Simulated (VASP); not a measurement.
# Be (P6_3/mmc) in VASP: a series of runs

The runs below take Be through single point, relaxation of cell and atoms, with LDA.

Everything below comes from runs of VASP 6.6.1. Logs are shortened: lines on timing, memory, paths and dates and some standing lists are left out, and cuts for length are marked.

## (1) The cell of the first run

Symmetry: P6_3/mmc, No. 194, hexagonal system. The conventional cell has a = 2.228 Å, b = 2.228 Å, c = 3.512 Å, α = 90.00°, β = 90.00°, γ = 120.00°. Be (site symmetry -6m2) has 12 Be at 2.18 to 2.23 Å within 2.9 Å.

## (2) Single point, LDA

File INCAR:

```
PREC = Accurate
ENCUT = 520
EDIFF = 1E-7
ISMEAR = 0
SIGMA = 0.1
LREAL = False
LASPH = True
NELM = 100
ALGO = Normal
ISIF = 2
LWAVE = False
LCHARG = False
GGA = CA
NBANDS = 9
```

File KPOINTS:

```
Automatic mesh
0
Gamma
  24 24 12
```

File POSCAR:

```
Be
1.0
    2.2283012572      0.0000000000      0.0000000000
   -1.1141506286      1.9297654960      0.0000000000
    0.0000000000      0.0000000000      3.5115656559
Be
2
Direct
    0.3333333333      0.6666666667      0.2500000000
    0.6666666667      0.3333333333      0.7500000000
```

Potentials or basis: VASP PAW LDA potentials, release 64 (Be).

Command:

```bash
$ cat potpaw_LDA.64/Be/POTCAR > POTCAR
$ mpirun -np 1 vasp_std > vasp.out
```

OUTCAR:

```text
PREC = Accurate
   ENCUT = 520
   EDIFF = 1E-7
   ISMEAR = 0
   LREAL = False
   LASPH = True
   NELM = 100
   ISIF = 2
   GGA = CA

 ion  position               nearest neighbor table
   1  0.333  0.667  0.250-   2 2.18   2 2.18   2 2.18   2 2.18   2 2.18   2 2.18
   2  0.667  0.333  0.750-   1 2.18   1 2.18   1 2.18   1 2.18   1 2.18   1 2.18

  LATTYP: Found a hexagonal cell.
 ALAT       =     2.2283012572
 C/A-ratio  =     1.5758935847

  Lattice vectors:

 A1 = (   2.2283012572,   0.0000000000,   0.0000000000)
 A2 = (  -1.1141506286,   1.9297654960,   0.0000000000)
 A3 = (   0.0000000000,   0.0000000000,   3.5115656559)

Analysis of symmetry for initial positions (statically):
=====================================================================
 Subroutine PRICEL returns:
 Original cell was already a primitive cell.

 Routine SETGRP: Setting up the symmetry group for a
 hexagonal supercell.

 Subroutine GETGRP returns: Found 24 space group operations
 (whereof 12 operations were pure point group operations)
 out of a pool of 24 trial point group operations.

The static configuration has the point symmetry D_3d.
 The point group associated with its full space group is D_6h.

Analysis of symmetry for dynamics (positions and initial velocities):
=====================================================================
 Subroutine PRICEL returns:
 Original cell was already a primitive cell.

 Routine SETGRP: Setting up the symmetry group for a
 hexagonal supercell.

 Subroutine GETGRP returns: Found 24 space group operations
 (whereof 12 operations were pure point group operations)
 out of a pool of 24 trial point group operations.

The dynamic configuration has the point symmetry D_3d.
 The point group associated with its full space group is D_6h.

 Subroutine INISYM returns: Found 24 space group operations
 (whereof 12 operations are pure point group operations),
 and found     1 'primitive' translations

----------------------------------------------------------------------------------------

                                     Primitive cell

  volume of cell :      15.1001

  direct lattice vectors                    reciprocal lattice vectors
     2.228301257  0.000000000  0.000000000     0.448772354  0.259098839  0.000000000
    -1.114150629  1.929765496  0.000000000     0.000000000  0.518197678  0.000000000
     0.000000000  0.000000000  3.511565656     0.000000000  0.000000000  0.284773260

  length of vectors
     2.228301257  2.228301257  3.511565656     0.518197678  0.518197678  0.284773260

  position of ions in fractional coordinates (direct lattice)
     0.333333333  0.666666667  0.250000000
     0.666666667  0.333333333  0.750000000

  ion indices of the primitive-cell ions
   primitive index   ion index
                 1           1
                 2           2

----------------------------------------------------------------------------------------

 KPOINTS: Automatic mesh

Automatic generation of k-mesh.
 Grid dimensions read from file:
 generate k-points for:   24   24   12

 Generating k-lattice:

  Cartesian coordinates                     Fractional coordinates (reciprocal lattice)
     0.018698848  0.010795785  0.000000000     0.041666667 -0.000000000  0.000000000
     0.000000000  0.021591570  0.000000000     0.000000000  0.041666667  0.000000000
     0.000000000  0.000000000  0.023731105     0.000000000  0.000000000  0.083333333

  Length of vectors
     0.021591570  0.021591570  0.023731105

  Shift w.r.t. Gamma in fractional coordinates (k-lattice)
     0.000000000  0.000000000  0.000000000

 Subroutine IBZKPT returns following result:
 ===========================================

 Found    427 irreducible k-points:

 Following reciprocal coordinates:
            Coordinates               Weight
  0.000000  0.000000  0.000000      1.000000
  0.041667 -0.000000  0.000000      6.000000
  0.083333  0.000000  0.000000      6.000000
  0.125000 -0.000000  0.000000      6.000000
  0.166667  0.000000  0.000000      6.000000
  0.208333 -0.000000  0.000000      6.000000
[... 16 lines left out ...]
  0.416667  0.041667  0.000000     12.000000
  0.458333  0.041667  0.000000     12.000000
 [... further k-points ...]
   k-points           NKPTS =    427   k-points in BZ     NKDIM =    427   number of bands    NBANDS=      9
   number of dos      NEDOS =    301   number of ions     NIONS =      2
   total plane-waves  NPLWV =   9072
   dimension x,y,z NGX =    18 NGY =   18 NGZ =   28
   dimension x,y,z NGXF=    36 NGYF=   36 NGZF=   56
   ions per type =               2
   NGX,Y,Z   is equivalent  to a cutoff of  13.43, 13.43, 13.26 a.u.
   NGXF,Y,Z  is equivalent  to a cutoff of  26.86, 26.86, 26.51 a.u.
 SYSTEM =  unknown system
   PREC   = accura    normal or accurate (medium, high low for compatibility)
   ISTART =      0    job   : 0-new  1-cont  2-samecut
   ICHARG =      2    charge: 1-file 2-atom 10-const
   ISPIN  =      1    spin polarized calculation?
   LNONCOLLINEAR =      F non collinear calculations
   LSORBIT =      F    spin-orbit coupling
   LASPH  =      T    aspherical Exc in radial PAW
   ENCUT  =  520.0 eV  38.22 Ry    6.18 a.u.   4.14  4.14  6.53*2*pi/ulx,y,z
   NELM   =    100;   NELMIN=  2; NELMDL= -5     # of ELM steps
   EDIFF  = 0.1E-06   stopping-criterion for ELM
   LREAL  =      F    real-space projection
   EDIFFG = 0.1E-05   stopping-criterion for IOM
   NSW    =      0    number of steps for IOM
   IBRION =     -1    ionic relax: 0-MD 1-quasi-New 2-CG
   NFREE  =      0    steps in history (QN), initial steepest desc. (CG)
   ISIF   =      2    stress and relaxation
   ISYM   =      2    0-nonsym 1-usesym 2-fastsym
   POTIM  = 0.5000    time-step for ionic-motion
   TEBEG  =    0.0;   TEEND  =   0.0 temperature during run
   PSTRESS=    0.0 pullay stress
   NELECT =       4.0000    total number of electrons
   NUPDOWN=      -1.0000    fix difference up-down
   EMIN   =  10.00;   EMAX   =-10.00  energy-range for DOS
   EFERMI =   0.00;   METHOD = LEGACY
   ISMEAR =     0;   SIGMA  =   0.10  broadening in eV -4-tet -1-fermi 0-gaus
   EFERMI_NEDOS =   21; number of points for ismear=-14 and -15
   IALGO  =     38    algorithm
   IMIX   =      4    mixing-type and parameters
     AMIX     =   0.40;   BMIX     =  1.00
     AMIX_MAG =   1.60;   BMIX_MAG =  1.00
  volume/ion in A,a.u.               =       7.55        50.95
  Fermi-wavevector in a.u.,A,eV,Ry     =   1.051401  1.986860 15.040482  1.105444
  Thomas-Fermi vector in A             =   2.186443
   LORBIT       =      0    0 simple, 1 ext, 2 COOP (PROOUT), +10 PAW based schemes
   GGA     = CA    functional components
   LHFCALC =     F    Hartree Fock is set to
   AEXX    =    0.0000 exact exchange contribution
   IVDW    =     0    specifies the selected vdW correction
   LEPSILON=     F    determine dielectric tensor
   LRPA    =     F    only Hartree local field effects (RPA)
 non-spin polarized calculation
 Gauss-broadening in eV      SIGMA  =   0.10
  energy-cutoff  :      520.00
  volume of cell :       15.10
 maximum number of plane-waves:       424
 NGX is ok and might be reduce to    18
   NGX =  9   NGY =  9   NGZ = 13

 number of electron       4.0000000 magnetization

 Free energy of the ion-electron system (eV)
  ---------------------------------------------------
  ext. energy  EPLUGINS =         0.00000000
  ---------------------------------------------------
  free energy    TOTEN  =        -8.41807290 eV

  energy without entropy =       -8.41702670  energy(sigma->0) =       -8.41754980

 E-fermi :   7.1079     XC(G=0): -10.7738

 val. band max:        7.0879935065   @ k =   0.2917   0.2917   0.0000
 cond. band min:       7.1102228623   @ k =   0.2917   0.2917   0.0000
 fundamental gap:      0.0222293557
 Fermi energy:         7.1079261005

 k-point     1 :       0.0000    0.0000    0.0000
  band No.  band energies     occupation
      1      -4.3012      2.00000
      2       2.5343      2.00000
      3       8.5254      0.00000
      4      23.4808      0.00000
      5      23.4808      0.00000
      6      26.4036      0.00000
      7      26.4036      0.00000
      8      28.4710      0.00000
      9      35.1641      0.00000

 k-point     2 :       0.0417   -0.0000    0.0000
  band No.  band energies     occupation
      1      -4.2513      2.00000
      2       2.6017      2.00000
      3       8.5359      0.00000
      4      23.0627      0.00000
      5      23.1434      0.00000
      6      26.4155      0.00000
      7      26.5885      0.00000
      8      28.3795      0.00000
      9      34.1047      0.00000

 k-point     3 :       0.0833    0.0000    0.0000
  band No.  band energies     occupation
      1      -4.1017      2.00000
      2       2.8038      2.00000
      3       8.5656      0.00000
      4      21.9553      0.00000
      5      22.3774      0.00000
      6      26.4202      0.00000
      7      26.8786      0.00000
      8      28.0784      0.00000
      9      32.5267      0.00000

 k-point     4 :       0.1250   -0.0000    0.0000
  band No.  band energies     occupation
      1      -3.8521      2.00000
      2       3.1403      2.00000
      3       8.6080      0.00000
      4      20.4433      0.00000
      5      21.4762      0.00000
      6      26.3588      0.00000
      7      26.9741      0.00000
      8      27.4918      0.00000
      9      30.8288      0.00000
[... 205 lines left out ...]
 k-point    22 :       0.3750    0.0417    0.0000
  band No.  band energies     occupation
      1       0.2032      2.00000
      2       6.2094      2.00000
      3       8.5135      0.00000
      4      13.6246      0.00000
      5      16.5847      0.00000
      6      16.9442      0.00000
      7      19.8297      0.00000
      8      24.6599      0.00000
      9      27.9319      0.00000

 k-point    23 :       0.4167    0.0417    0.0000
  band No.  band energies     occupation
      1       1.1133      2.00000
      2       5.1237      2.00000
      3       9.6985      0.00000
      4      13.8733      0.00000
      5      15.3018      0.00000
      6      16.1193      0.00000
      7      19.0581      0.00000
      8      24.4661      0.00000
      9      27.9506      0.00000

 k-point    24 :       0.4583    0.0417    0.0000
  band No.  band energies     occupation
      1       1.8975      2.00000
      2       4.2310      2.00000
      3      10.6996      0.00000
      4      14.0685      0.00000
      5      14.1538      0.00000
      6      15.7658      0.00000
      7      18.6531      0.00000
      8      24.3675      0.00000
      9      27.9629      0.00000

 [... further k-points ...]
[... 5 lines left out ...]
  --------------------------------------------------------------------------------------
  -------------------------------------------------------------------------------------
  Total        0.0407463      0.0407463      0.0429131      0.0000000      0.0000000     -0.0000000
  in kB        4.3233386      4.3233386      4.5532464      0.0000000      0.0000000     -0.0000000
  external PRESSURE =       4.3999745 kB  Pullay stress =       0.0000000 kB

 VOLUME and BASIS-vectors are now :
 -----------------------------------------------------------------------------
  energy-cutoff  :      520.00
  volume of cell :       15.10
      direct lattice vectors                 reciprocal lattice vectors
     2.228301257  0.000000000  0.000000000     0.448772354  0.259098839  0.000000000
    -1.114150629  1.929765496  0.000000000     0.000000000  0.518197678  0.000000000
     0.000000000  0.000000000  3.511565656     0.000000000  0.000000000  0.284773260

 POSITION                                       TOTAL-FORCE (eV/Angst)
 -----------------------------------------------------------------------------------
     -0.00000      1.28651      0.87789        -0.000000      0.000000      0.000000
      1.11415      0.64326      2.63367         0.000000     -0.000000      0.000000
 -----------------------------------------------------------------------------------
    total drift:                                0.000000     -0.000000      0.000000

  FREE ENERGIE OF THE ION-ELECTRON SYSTEM (eV)
  ---------------------------------------------------
  free  energy   TOTEN  =        -8.4180728960 eV

  energy  without entropy=       -8.4170267049  energy(sigma->0) =       -8.41754980
```

Wall time 44 s (1 thread of AMD EPYC 7R13 (Zen 3), shared host); peak memory 0.12 GiB.

What came out:

* Free energy: -8.4181 eV
* Pressure: 0.4 GPa
* Band gap on the k mesh: zero (band 2 reaches 8.12 eV, above the bottom of band 3 at 6.00 eV)

Levels at points of the mesh, in eV from the Fermi level:
```
           k point  band 1  band 2  band 3  band 4  band 5  band 6
(0.00, 0.00, 0.00)  -11.41   -4.57    1.42   16.37   16.37   19.30
(0.50, 0.00, 0.00)   -5.11   -3.08    3.73    6.71    7.10    9.65
(0.00, 0.00, 0.50)   -9.25   -9.25   11.07   11.07   18.05   18.05
(0.50, 0.00, 0.50)   -3.72   -3.72    1.86    1.86   12.32   12.32
```

## (3) Relaxation of cell and atoms, LDA

This run uses another cell than the first one, of 7.91 Å³/atom, 1.048 times its volume.

File INCAR:

```
ALGO = Normal
EDIFF = 1E-7
EDIFFG = -0.005
ENCUT = 600
IBRION = 2
ISIF = 3
ISMEAR = 0
LASPH = True
LCHARG = False
LREAL = False
LWAVE = False
NELM = 60
NSW = 70
PREC = Accurate
SIGMA = 0.1
```

File KPOINTS:

```
k-points
0
Gamma
  24 24 12
```

File POSCAR:

```
Be
1.0
    2.2649667896      0.0000000000      0.0000000000
   -1.1324833948      1.9615187785      0.0000000000
    0.0000000000      0.0000000000      3.5610714428
Be
2
Direct
    0.3333333333      0.6666666667      0.2500000000
    0.6666666667      0.3333333333      0.7500000000
```

Potentials or basis: VASP PAW LDA potentials, release 64 (Be).

Command:

```bash
$ cat potpaw_LDA.64/Be/POTCAR > POTCAR
$ mpirun -np 1 vasp_std > vasp.out
```

Wall time 82 s (1 thread of AMD EPYC 7R13 (Zen 3), shared host); peak memory 0.12 GiB.

The run converged. Its results:

```
Free energy                            : -8.4182 eV
Relaxed volume                         : 7.58 Å³/atom
Relaxed cell                           : a = 2.231 Å, b = 2.231 Å, c = 3.515 Å, α = 90.00°, β = 90.00°, γ = 120.00°
Space group after relaxing (to 0.05 Å) : P6_3/mmc (No. 194)
Energy gained by relaxing              : 5.7 meV/atom
Ionic steps                            : 7
Pressure after relaxing                : 0.0 GPa
Band gap on the k mesh                 : zero (band 2 reaches 8.09 eV, above the bottom of band 3 at 5.98 eV)
```

Step by step:
```tsv
step	energy change (eV)	largest force (eV/Å)	pressure (GPa)	volume (Å³)
1	0.0000	0.0000	-5.26	15.82
2	-0.0111	0.0000	-0.68	15.23
3	-0.0113	0.0000	-0.01	15.16
4	-0.0113	0.0000	0.10	15.14
5	-0.0113	0.0000	0.10	15.14
6	-0.0113	0.0000	0.10	15.14
7	-0.0113	0.0000	0.00	15.15
```

Final structure:
```cif
data_structure
_symmetry_space_group_name_H-M 'P 1'
_symmetry_Int_Tables_number 1
_cell_length_a 2.2309
_cell_length_b 2.2309
_cell_length_c 3.5152
_cell_angle_alpha 90.000
_cell_angle_beta 90.000
_cell_angle_gamma 120.000
_cell_volume 15.15
loop_
_atom_site_label
_atom_site_type_symbol
_atom_site_fract_x
_atom_site_fract_y
_atom_site_fract_z
_atom_site_occupancy
Be1 Be 0.33333 0.66667 0.25000 1
Be2 Be 0.66667 0.33333 0.75000 1
```

Levels at points of the mesh, in eV from the Fermi level:
| k point | band 1 | band 2 | band 3 | band 4 | band 5 | band 6 |
| --- | --- | --- | --- | --- | --- | --- |
| (0.00, 0.00, 0.00) | -11.39 | -4.56 | 1.41 | 16.33 | 16.33 | 19.24 |
| (0.50, 0.00, 0.00) | -5.10 | -3.07 | 3.72 | 6.70 | 7.08 | 9.62 |
| (0.00, 0.00, 0.50) | -9.23 | -9.23 | 11.04 | 11.04 | 18.00 | 18.00 |
| (0.50, 0.00, 0.50) | -3.71 | -3.71 | 1.85 | 1.85 | 12.29 | 12.29 |
